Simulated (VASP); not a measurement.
A run of VASP 6.6.1:

The input INCAR:

```
SYSTEM = MoS2
PREC     = Accurate       ! precision mode
ENCUT    = 520            ! plane-wave cutoff, eV
EDIFF    = 1E-7           ! SCF threshold, eV
ISMEAR   = 0              ! smearing method
SIGMA    = 0.1            ! smearing width, eV
LREAL    = .FALSE.        ! projectors in reciprocal space
LASPH    = .TRUE.         ! aspherical terms in the spheres
NELM     = 150            ! most SCF steps
ALGO     = Normal         ! electronic algorithm
ISIF     = 2              ! what is computed and relaxed
LWAVE    = .FALSE.        ! write WAVECAR
LCHARG   = .TRUE.         ! write CHGCAR
ISPIN    = 2              ! spin polarisation
MAGMOM   = 2.68 2.68 -0.13 -0.13 -0.12 -0.12 ! initial moments
LORBIT   = 11             ! projections on sites
LMAXMIX  = 4              ! l up to which the mixer works
GGA      = PE             ! functional
LELF     = .TRUE.         ! ELF
LVHAR    = .TRUE.       
NBANDS   = 39             ! bands
```

The input KPOINTS:

```
regular mesh
0
G
  4 4 4
  0 0 0
```

Contents of POSCAR:

```
MoS2
1.0
    1.6177528949     -8.4330830136      0.0000000000
    1.6177528949      8.4330830136      0.0000000000
    0.0000000000      0.0000000000      3.9672896076
Mo S
2 4
Direct
    0.8426004342      0.1573995658      0.7500000000
    0.1573995658      0.8426004342      0.2500000000
    0.5915950223      0.4084049777      0.7500000000
    0.4084049777      0.5915950223      0.2500000000
    0.2394931139      0.7605068861      0.7500000000
    0.7605068861      0.2394931139      0.2500000000
```

Potentials or basis: VASP PAW PBE potentials, release 64 (Mo_sv, S).

Run with:

```sh
$ cat potpaw_PBE.64/Mo_sv/POTCAR potpaw_PBE.64/S/POTCAR > POTCAR
$ mpirun -np 1 vasp_std > vasp.out
```

Hardware: 1 thread of Intel(R) Xeon(R) Platinum 8488C (Sapphire Rapids) (shared host).

Task: Estimate the wall time of this run.

Result: Run time: 5.5 min on 1 thread of Intel(R) Xeon(R) Platinum 8488C (Sapphire Rapids) (shared host), peak memory 0.49 GiB. Counts: scf iterations 20, k points 21.
